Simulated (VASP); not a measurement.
SiNi (NiAs type), 4 atoms in the cell. It takes space group P6_3/mmc (No. 194, hexagonal). The conventional cell has a = 3.434 Å, b = 3.434 Å, c = 4.739 Å, α = 90.00°, β = 90.00°, γ = 120.00°. Within 3.1 Å of Ni (site symmetry -3m) lie 6 Si at 2.31 Å and 2 Ni at 2.37 Å. Within 3.1 Å of Si (site symmetry -6m2) lie 6 Ni at 2.31 Å and 6 Si at 3.09 Å.  This cell differs from its parent crystal: volume scaled by 0.94.

| Property | Result |
| --- | --- |
| Program | VASP 6.6.1 |
| Task | single point |
| Functional | PBE |
| Potentials or basis | VASP PAW PBE potentials, release 64 (Ni, Si) |
| Cutoff | 520 eV |
| k mesh | 11 × 11 × 6 |
| Occupations | fermi-dirac, width 0.1 eV |
| Spin | no spin polarisation |
| Dipole correction | no |
| Further INCAR settings | ALGO = Normal; EDIFF = 1e-06; NBANDS = 22 |

Potentials or basis: VASP PAW PBE potentials, release 64 (Ni, Si).

Run with:

```sh
$ cat potpaw_PBE.64/Ni/POTCAR potpaw_PBE.64/Si/POTCAR > POTCAR
$ mpirun -np 1 vasp_std > vasp.out
```

Hardware: 1 thread of AMD EPYC 9R45 96-Core Processor (Zen 5), on a shared host.

Question: Estimate the wall time of this run.

Answer: Wall time 47 s on 1 thread of AMD EPYC 9R45 96-Core Processor (Zen 5), with other jobs on the host, peak memory 0.17 GiB. Counts: scf iterations 14, k points 64.
